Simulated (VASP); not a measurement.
# Mn3O4 (I4_1/amd) in VASP: single point with LDA+U

Aim: the single point of Mn3O4 with LDA+U.

All numbers are computed with VASP 6.6.1; they aren't measurements. Logs are shortened: lines on timing, memory, paths and dates and some standing lists are left out, and cuts for length are marked.

### Step 1. The cell of the first run

It takes space group I4_1/amd (No. 141, tetragonal). The conventional cell has a = 5.759 Å, b = 5.759 Å, c = 9.460 Å, α = 90.00°, β = 90.00°, γ = 90.00°. Within 2.7 Å of Mn (site symmetry -4m2) lie 4 O at 2.05 Å. Within 2.5 Å of Mn (site symmetry 2/m) lie 6 O at 1.92 to 2.29 Å. O (site symmetry m) has 4 Mn at 1.92 to 2.29 Å and 1 O at 2.53 Å within 2.6 Å.

### Step 2. Single point, LDA+U

Contents of INCAR:

```
  PREC = Accurate
  ENCUT = 520
  EDIFF = 1E-6
  ISMEAR = -1
  SIGMA = 0.02
  LREAL = False
  LASPH = True
  NELM = 150
  ALGO = Normal
  ISIF = 2
  LWAVE = False
  LCHARG = False
  LMAXMIX = 4
  LDAU = True
  LDAUTYPE = 2
  LDAUL = 2 -1
  LDAUU = 3.9 0
  LDAUJ = 0 0
  LDAUPRINT = 1
  NBANDS = 76
  ISYM = 0
```

Contents of KPOINTS:

```
Automatic mesh
0
Gamma
  3 3 4
```

Contents of POSCAR:

```
Mn3O4
1.0
   -2.8795000000      2.8795000000      4.7300000000
    2.8795000000     -2.8795000000      4.7300000000
    2.8795000000      2.8795000000     -4.7300000000
Mn O
6 8
Direct
    0.0000000000      0.0000000000      0.0000000000
    0.7500000000      0.2500000000      0.5000000000
    0.8750000000      0.6250000000      0.2500000000
    0.3750000000      0.6250000000      0.2500000000
    0.3750000000      0.6250000000      0.7500000000
    0.3750000000      0.1250000000      0.7500000000
    0.6040000000      0.3840000000      0.2200000000
    0.1340000000      0.4140000000      0.2800000000
    0.1640000000      0.3840000000      0.7800000000
    0.1340000000      0.8540000000      0.7200000000
    0.1460000000      0.8660000000      0.2800000000
    0.6160000000      0.3960000000      0.7800000000
    0.5860000000      0.8660000000      0.7200000000
    0.6160000000      0.8360000000      0.2200000000
```

Potentials or basis: VASP PAW LDA potentials, release 64 (Mn_pv, O).

The run is started by

```bash
$ cat potpaw_LDA.64/Mn_pv/POTCAR potpaw_LDA.64/O/POTCAR > POTCAR
$ mpirun -np 1 vasp_std > vasp.out
```

OUTCAR:

```text
PREC = Accurate
   ENCUT = 520
   EDIFF = 1E-6
   ISMEAR = -1
   LREAL = False
   LASPH = True
   NELM = 150
   ISIF = 2
   ISYM = 0

 ion  position               nearest neighbor table
   1  0.000  0.000  0.000-   8 2.05  13 2.05  11 2.05  10 2.05
   2  0.750  0.250  0.500-   9 2.05  14 2.05  12 2.05   7 2.05
   3  0.875  0.625  0.250-   8 1.92  10 1.92  12 1.92  14 1.92   7 2.29  11 2.29   5 2.88   5 2.88
                             6 3.12   4 3.12   4 3.12   6 3.12
   4  0.375  0.625  0.250-   7 1.92   9 1.92  11 1.92  13 1.92   8 2.29  14 2.29   6 2.88   6 2.88
                             3 3.12   5 3.12   5 3.12   3 3.12
   5  0.375  0.625  0.750-   8 1.92  10 1.92  12 1.92  14 1.92  13 2.29   9 2.29   3 2.88   3 2.88
                             6 3.12   4 3.12   6 3.12   4 3.12
   6  0.375  0.125  0.750-   7 1.92   9 1.92  11 1.92  13 1.92  12 2.29  10 2.29   4 2.88   4 2.88
                             5 3.12   5 3.12   3 3.12   3 3.12
   7  0.604  0.384  0.220-   4 1.92   6 1.92   2 2.05   3 2.29
   8  0.134  0.414  0.280-   3 1.92   5 1.92   1 2.05   4 2.29
   9  0.164  0.384  0.780-   4 1.92   6 1.92   2 2.05   5 2.29
  10  0.134  0.854  0.720-   3 1.92   5 1.92   1 2.05   6 2.29
  11  0.146  0.866  0.280-   4 1.92   6 1.92   1 2.05   3 2.29
  12  0.616  0.396  0.780-   3 1.92   5 1.92   2 2.05   6 2.29
  13  0.586  0.866  0.720-   4 1.92   6 1.92   1 2.05   5 2.29
  14  0.616  0.836  0.220-   3 1.92   5 1.92   2 2.05   4 2.29

IMPORTANT INFORMATION: All symmetrisations will be switched off!
NOSYMM: (Re-)initialisation of all symmetry stuff for point group C_1.

----------------------------------------------------------------------------------------

                                     Primitive cell

  volume of cell :     156.8756

  direct lattice vectors                    reciprocal lattice vectors
    -2.879500000  2.879500000  4.730000000     0.000000000  0.173641257  0.105708245
     2.879500000 -2.879500000  4.730000000     0.173641257  0.000000000  0.105708245
     2.879500000  2.879500000 -4.730000000     0.173641257  0.173641257  0.000000000

  length of vectors
     6.241469418  6.241469418  6.241469418     0.203286791  0.203286791  0.245565821

  position of ions in fractional coordinates (direct lattice)
     0.000000000  0.000000000  0.000000000
     0.750000000  0.250000000  0.500000000
     0.875000000  0.625000000  0.250000000
     0.375000000  0.625000000  0.250000000
     0.375000000  0.625000000  0.750000000
     0.375000000  0.125000000  0.750000000
     0.604000000  0.384000000  0.220000000
     0.134000000  0.414000000  0.280000000
     0.164000000  0.384000000  0.780000000
     0.134000000  0.854000000  0.720000000
     0.146000000  0.866000000  0.280000000
     0.616000000  0.396000000  0.780000000
     0.586000000  0.866000000  0.720000000
     0.616000000  0.836000000  0.220000000

  ion indices of the primitive-cell ions
   primitive index   ion index
                 1           1
                 2           2
                 3           3
                 4           4
                 5           5
                 6           6
                 7           7
                 8           8
                 9           9
                10          10
                11          11
                12          12
                13          13
                14          14

----------------------------------------------------------------------------------------

 KPOINTS: Automatic mesh

Automatic generation of k-mesh.
 Grid dimensions read from file:
 generate k-points for:    3    3    4

 Generating k-lattice:

  Cartesian coordinates                     Fractional coordinates (reciprocal lattice)
     0.000000000  0.057880419  0.035236082     0.333333333  0.000000000 -0.000000000
     0.057880419  0.000000000  0.035236082     0.000000000  0.333333333 -0.000000000
[... 70 lines left out ...]
   LSORBIT =      F    spin-orbit coupling
   LASPH  =      T    aspherical Exc in radial PAW
   ENCUT  =  520.0 eV  38.22 Ry    6.18 a.u.  11.60 11.60 11.60*2*pi/ulx,y,z
   NELM   =    150;   NELMIN=  2; NELMDL= -5     # of ELM steps
   EDIFF  = 0.1E-05   stopping-criterion for ELM
   LREAL  =      F    real-space projection
   EDIFFG = 0.1E-04   stopping-criterion for IOM
   NSW    =      0    number of steps for IOM
   IBRION =     -1    ionic relax: 0-MD 1-quasi-New 2-CG
   NFREE  =      0    steps in history (QN), initial steepest desc. (CG)
   ISIF   =      2    stress and relaxation
   ISYM   =      0    0-nonsym 1-usesym 2-fastsym
   POTIM  = 0.5000    time-step for ionic-motion
   TEBEG  =    0.0;   TEEND  =   0.0 temperature during run
   PSTRESS=    0.0 pullay stress
   NELECT =     126.0000    total number of electrons
   NUPDOWN=      -1.0000    fix difference up-down
   EMIN   =  10.00;   EMAX   =-10.00  energy-range for DOS
   EFERMI =   0.00;   METHOD = LEGACY
   ISMEAR =    -1;   SIGMA  =   0.02  broadening in eV -4-tet -1-fermi 0-gaus
   EFERMI_NEDOS =   21; number of points for ismear=-14 and -15
   IALGO  =     38    algorithm
   IMIX   =      4    mixing-type and parameters
     AMIX     =   0.40;   BMIX     =  1.00
     AMIX_MAG =   1.60;   BMIX_MAG =  1.00
  volume/ion in A,a.u.               =      11.21        75.62
  Fermi-wavevector in a.u.,A,eV,Ry     =   1.521761  2.875712 31.507799  2.315758
  Thomas-Fermi vector in A             =   2.630433
   LORBIT       =      0    0 simple, 1 ext, 2 COOP (PROOUT), +10 PAW based schemes
 LDA+U is selected, type is set to LDAUTYPE =  2
   angular momentum for each species LDAUL =     2   -1
   U (eV)           for each species LDAUU =   3.9  0.0
   J (eV)           for each species LDAUJ =   0.0  0.0
   GGA     = CA    functional components
   LHFCALC =     F    Hartree Fock is set to
   AEXX    =    0.0000 exact exchange contribution
   IVDW    =     0    specifies the selected vdW correction
   LEPSILON=     F    determine dielectric tensor
   LRPA    =     F    only Hartree local field effects (RPA)
 non-spin polarized calculation
  energy-cutoff  :      520.00
  volume of cell :      156.88
 maximum number of plane-waves:      4237
 NGX is ok and might be reduce to    48
   NGX = 23   NGY = 23   NGZ = 23

atom =   1  type =  1  l = 2

 onsite density matrix

spin component  1
[... 182 lines left out ...]
  o =  0.1509  v =  0.0021 -0.0003  0.8822  0.3692 -0.2923  0.0000  0.0000  0.0000  0.0000  0.0000      0.0000  0.0000  0.0000  0.0000  0.0000  0.0000  0.0000  0.0000  0.0000  0.0000
  o =  0.1509  v =  0.0000  0.0000  0.0000  0.0000  0.0000  0.0021 -0.0003  0.8822  0.3692 -0.2923      0.0000  0.0000  0.0000  0.0000  0.0000  0.0000  0.0000  0.0000  0.0000  0.0000
  o =  0.2963  v =  0.0000  0.0000  0.0000  0.0000  0.0000 -0.0596 -0.0042  0.4377 -0.4166  0.7946      0.0000  0.0000  0.0000  0.0000  0.0000  0.0000  0.0000  0.0000  0.0000  0.0000
  o =  0.2963  v = -0.0596 -0.0042  0.4377 -0.4166  0.7946  0.0000  0.0000  0.0000  0.0000  0.0000      0.0000  0.0000  0.0000  0.0000  0.0000  0.0000  0.0000  0.0000  0.0000  0.0000
  o =  0.3061  v =  0.0000  0.0000  0.0000  0.0000  0.0000  0.9902  0.1263  0.0243 -0.0252  0.0484      0.0000  0.0000  0.0000  0.0000  0.0000  0.0000  0.0000  0.0000  0.0000  0.0000
  o =  0.3061  v =  0.9902  0.1263  0.0243 -0.0252  0.0484  0.0000  0.0000  0.0000  0.0000  0.0000      0.0000  0.0000  0.0000  0.0000  0.0000  0.0000  0.0000  0.0000  0.0000  0.0000
  o =  0.8834  v =  0.0003  0.0014  0.1719 -0.8304 -0.5300  0.0000  0.0000  0.0000  0.0000  0.0000      0.0000  0.0000  0.0000  0.0000  0.0000  0.0000  0.0000  0.0000  0.0000  0.0000
  o =  0.8834  v =  0.0000  0.0000  0.0000  0.0000  0.0000  0.0003  0.0014  0.1719 -0.8304 -0.5300      0.0000  0.0000  0.0000  0.0000  0.0000  0.0000  0.0000  0.0000  0.0000  0.0000
  o =  0.9113  v =  0.0000  0.0000  0.0000  0.0000  0.0000 -0.1264  0.9920 -0.0013  0.0027 -0.0021      0.0000  0.0000  0.0000  0.0000  0.0000  0.0000  0.0000  0.0000  0.0000  0.0000
  o =  0.9113  v = -0.1264  0.9920 -0.0013  0.0027 -0.0021  0.0000  0.0000  0.0000  0.0000  0.0000      0.0000  0.0000  0.0000  0.0000  0.0000  0.0000  0.0000  0.0000  0.0000  0.0000

 number of electron     125.9999952 magnetization

 Free energy of the ion-electron system (eV)
  ---------------------------------------------------
  ext. energy  EPLUGINS =         0.00000000
  ---------------------------------------------------
  free energy    TOTEN  =       -96.42994473 eV

  energy without entropy =      -96.41825070  energy(sigma->0) =      -96.42409772

 E-fermi :   5.4898     XC(G=0): -11.8428

 val. band max:        5.4728918988   @ k =  -0.0000   0.3333   0.2500
 cond. band min:       5.5071375892   @ k =   0.3333   0.3333   0.0000
 fundamental gap:      0.0342456904
 Fermi energy:         5.4897577430

 k-point     1 :       0.0000    0.0000    0.0000
  band No.  band energies     occupation
      1     -43.2337      2.00000
      2     -43.2302      2.00000
      3     -43.1212      2.00000
      4     -43.1208      2.00000
      5     -43.1071      2.00000
      6     -43.1042      2.00000
[... 1471 lines left out ...]
     74       7.3162      0.00000
     75       7.5260      0.00000
 [bands above 75 left out]

------------------------ aborting loop because EDIFF is reached ----------------------------------------

  FORCE on cell =-STRESS in cart. coord.  units (eV):
  Direction    XX          YY          ZZ          XY          YZ          ZX
  --------------------------------------------------------------------------------------
  -------------------------------------------------------------------------------------
  Total      -16.4855046    -16.4851584    -36.5257426     -0.0304287      0.0355950      0.0407805
  in kB     -168.3672155   -168.3636799   -373.0390869     -0.3107701      0.3635338      0.4164931
  external PRESSURE =    -236.5899941 kB  Pullay stress =       0.0000000 kB

 VOLUME and BASIS-vectors are now :
 -----------------------------------------------------------------------------
  energy-cutoff  :      520.00
  volume of cell :      156.88
      direct lattice vectors                 reciprocal lattice vectors
    -2.879500000  2.879500000  4.730000000     0.000000000  0.173641257  0.105708245
     2.879500000 -2.879500000  4.730000000     0.173641257  0.000000000  0.105708245
     2.879500000  2.879500000 -4.730000000     0.173641257  0.173641257  0.000000000

 POSITION                                       TOTAL-FORCE (eV/Angst)
 -----------------------------------------------------------------------------------
      0.00000      0.00000      0.00000         0.004062     -0.004174     -0.000052
      0.00000      2.87950      2.36500        -0.004035      0.004209      0.000051
      0.00000      1.43975      5.91250        -0.000006     -0.000005     -0.000008
      1.43975      0.00000      3.54750        -0.000019      0.000002      0.000011
      2.87950      1.43975      1.18250         0.000005     -0.000086      0.000007
      1.43975      2.87950     -1.18250         0.000022      0.000008      0.000004
      0.00000      1.26698      3.63264         0.002228      1.936618     -0.080116
      1.61252     -0.00000      1.26764        -1.934481      0.006341     -0.084674
      2.87950      1.61252     -1.09736         0.005686     -1.935031     -0.084037
      4.14648     -0.00000      1.26764         1.936851      0.002716     -0.079738
      2.87950     -1.26698      3.46236        -0.002222     -1.936602      0.080127
      1.61252      2.87950      1.09736        -1.936861     -0.002711      0.079791
      2.87950      1.26698      3.46236        -0.005684      1.935052      0.084023
      1.26698      0.00000      5.82736         1.934454     -0.006337      0.084611
 -----------------------------------------------------------------------------------
    total drift:                               -0.000073     -0.000116      0.000047

  FREE ENERGIE OF THE ION-ELECTRON SYSTEM (eV)
  ---------------------------------------------------
  free  energy   TOTEN  =       -96.4299447347 eV

  energy  without entropy=      -96.4182507032  energy(sigma->0) =      -96.42409772
```

Wall time 29 min (1 thread of Intel Xeon 8259CL, shared host); peak memory 0.35 GiB.

Results:

- Free energy: -96.4299 eV
- Pressure: -23.7 GPa
- Largest force: 1.939 eV/Å
- Band gap on the k mesh: zero (bands 63 and 64 overlap by 0.20 eV)

Forces on the atoms (eV/Å):
```
Mn   0.004 -0.004  0.000
Mn  -0.004  0.004  0.000
Mn   0.000  0.000  0.000
Mn   0.000  0.000  0.000
Mn   0.000  0.000  0.000
Mn   0.000  0.000  0.000
O    0.002  1.937 -0.080
O   -1.934  0.006 -0.085
O    0.006 -1.935 -0.084
O    1.937  0.003 -0.080
O   -0.002 -1.937  0.080
O   -1.937 -0.003  0.080
O   -0.006  1.935  0.084
O    1.934 -0.006  0.085
```

Stress tensor (GPa, compression positive):
```
-16.84  -0.03   0.04
 -0.03 -16.84   0.04
  0.04   0.04 -37.30
```

Eigenvalues of the final occupation matrices:
```
    site  spin  trace               eigenvalues
site 1 d     1   2.50  0.20 0.20 0.25 0.92 0.93
site 1 d     2   2.50  0.20 0.20 0.25 0.92 0.93
site 2 d     1   2.50  0.20 0.20 0.25 0.92 0.93
site 2 d     2   2.50  0.20 0.20 0.25 0.92 0.93
site 3 d     1   2.55  0.15 0.30 0.31 0.88 0.91
site 3 d     2   2.55  0.15 0.30 0.31 0.88 0.91
site 4 d     1   2.55  0.15 0.30 0.31 0.88 0.91
site 4 d     2   2.55  0.15 0.30 0.31 0.88 0.91
site 5 d     1   2.55  0.15 0.30 0.31 0.88 0.91
site 5 d     2   2.55  0.15 0.30 0.31 0.88 0.91
site 6 d     1   2.55  0.15 0.30 0.31 0.88 0.91
site 6 d     2   2.55  0.15 0.30 0.31 0.88 0.91
```

Caveat: the k points lie up to 0.39 Å⁻¹ apart; the run has no spin polarisation, though such a crystal can be magnetic; U without spin polarisation on a metal has little footing; forces of over 1 eV/Å act on the atoms, so gaps and moduli don't describe the material at rest. Spin polarisation is off, so any magnetic state and its effect on volume and gap are missing.

The gap in the log of VASP goes by the Fermi energy; the results here count the filled bands.